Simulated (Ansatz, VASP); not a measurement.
# One calculation of NaF, two programs

Contents of INCAR:

```
  ALGO = Normal
  EDIFF = 1E-6
  ENCUT = 520
  GGA = PE
  ISIF = 2
  ISMEAR = -1
  LASPH = True
  LCHARG = False
  LREAL = False
  LWAVE = False
  NBANDS = 14
  NELM = 80
  PREC = Accurate
  SIGMA = 0.02
```

Contents of KPOINTS:

```
k-points
0
Gamma
  8 8 8
```

Contents of POSCAR:

```
NaF
1.0
    0.0379689203      2.5312613515      2.5312613515
    2.5312613515      0.0379689203      2.5312613515
    2.5692302718      2.5692302718      0.0000000000
Na F
1 1
Direct
    0.0034341474      0.0034341474     -0.0034341474
    0.2465658526      0.2465658526      0.2534341474
```

Input for Ansatz:

```yaml
crystal:
  lattice:
    - [0.0379689203, 2.5312613515, 2.5312613515]
    - [2.5312613515, 0.0379689203, 2.5312613515]
    - [2.5692302718, 2.5692302718, 0.0]
  atoms:
    - { symbol: Na, position: [0.0034341474, 0.0034341474, -0.0034341474] }
    - { symbol: F, position: [0.2465658526, 0.2465658526, 0.2534341474] }
kpoints:
  mp_grid: { grid: [8, 8, 8] }
  band_path:
    path:
      - [0.0, 0.0, 0.0]
      - [-0.5, -0.5, 0.0]
      - [-0.375, -0.375, 0.25]
      - [-0.375, 0.0, 0.375]
      - [0.0, 0.0, 0.5]
      - [-0.5, -0.25, 0.25]
    npoints: 1
hamiltonian:
  xc: pbe
scf:
  occupations: { method: fermi_dirac, width: 0.02 }
  n_extra_bands: 4
output:
  forces: true
  stress: true
  eigenvalues: true
```

Change from the starting cell: shear_xy strain +3.0%.

Alike in both runs: task single point; functional PBE; k mesh 8 × 8 × 8; occupations fermi-dirac, width 0.02 eV; no spin polarisation.

|  | VASP | Ansatz |
| --- | --- | --- |
| version | VASP 6.6.1 | Ansatz 0.2.0 |
| potentials or method | VASP PAW PBE potentials, release 64 (Na_pv, F) | plane waves, PAW |
| plane-wave cutoff (eV) | 520 | 420 |
| valence electrons in the cell | 14 | 16 |

```csv
,VASP,Ansatz,Ansatz less VASP
gap on the k mesh at the Fermi level (eV),5.58,5.59,+0.016
pressure (GPa),1.9,1.9,+0.02
"traceless stress, the component that is largest in VASP (GPa)",-0.41,-0.41,0.000
```

VASP's potentials hold 14 valence electrons a cell and Ansatz's 16, so a difference there can come from the potentials and not from the codes.
